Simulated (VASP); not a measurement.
A run of VASP 6.6.1:

POSCAR

```
CuI
1.0
    4.4451082540      0.0000000000      0.0000000000
   -2.2225541270      3.8495766705      0.0000000000
    0.0000000000      0.0000000000      7.3691268456
Cu I
2 2
Direct
    0.3333333333      0.6666666667      0.2500000000
    0.6666666667      0.3333333333      0.7500000000
    0.6666666667      0.3333333333      0.2500000000
    0.3333333333      0.6666666667      0.7500000000
```

Contents of INCAR.step1:

```
SYSTEM = CuI
PREC     = Accurate       ! precision mode
ENCUT    = 520            ! plane-wave cutoff, eV
ISMEAR   = 0              ! smearing method
SIGMA    = 0.01           ! smearing width, eV
LREAL    = .False.        ! projectors in reciprocal space
LASPH    = .True.         ! aspherical terms in the spheres
NELM     = 80             ! most SCF steps
NBANDS   = 26             ! bands
GGA      = PE             ! functional
ALGO     = Normal         ! electronic algorithm
EDIFF    = 1E-4           ! SCF threshold, eV
LWAVE    = .True.         ! write WAVECAR
LCHARG   = .False.        ! write CHGCAR
```

INCAR.step2

```
SYSTEM = CuI
PREC     = Accurate       ! precision mode
ENCUT    = 520            ! plane-wave cutoff, eV
EDIFF    = 1E-6           ! SCF threshold, eV
ISMEAR   = 0              ! smearing method
SIGMA    = 0.01           ! smearing width, eV
LREAL    = .False.        ! projectors in reciprocal space
LASPH    = .True.         ! aspherical terms in the spheres
NELM     = 80             ! most SCF steps
ALGO     = Normal         ! electronic algorithm
ISIF     = 2              ! what is computed and relaxed
LWAVE    = .False.        ! write WAVECAR
LCHARG   = .False.        ! write CHGCAR
METAGGA  = R2SCAN         ! meta-GGA
LMIXTAU  = .True.       
NBANDS   = 26             ! bands
ISTART   = 1
```

Contents of KPOINTS:

```
regular mesh
0
Gamma
  6 6 4
  0 0 0
```

Potentials or basis: VASP PAW PBE potentials, release 64 (Cu, I).

The run is started by

```console
$ cat potpaw_PBE.64/Cu/POTCAR potpaw_PBE.64/I/POTCAR > POTCAR
$ cp INCAR.step1 INCAR
$ mpirun -np 1 vasp_std > vasp.out
$ cp INCAR.step2 INCAR
$ mpirun -np 1 vasp_std > vasp.out
```

Hardware: 1 thread of Intel(R) Xeon(R) 6975P-C (Granite Rapids), with other jobs on the host.

Question: Estimate the wall time of this run.

Answer: Wall time 110 s on 1 thread of Intel(R) Xeon(R) 6975P-C (Granite Rapids), with other jobs on the host, peak memory 0.3 GiB. Counts: k points 21.
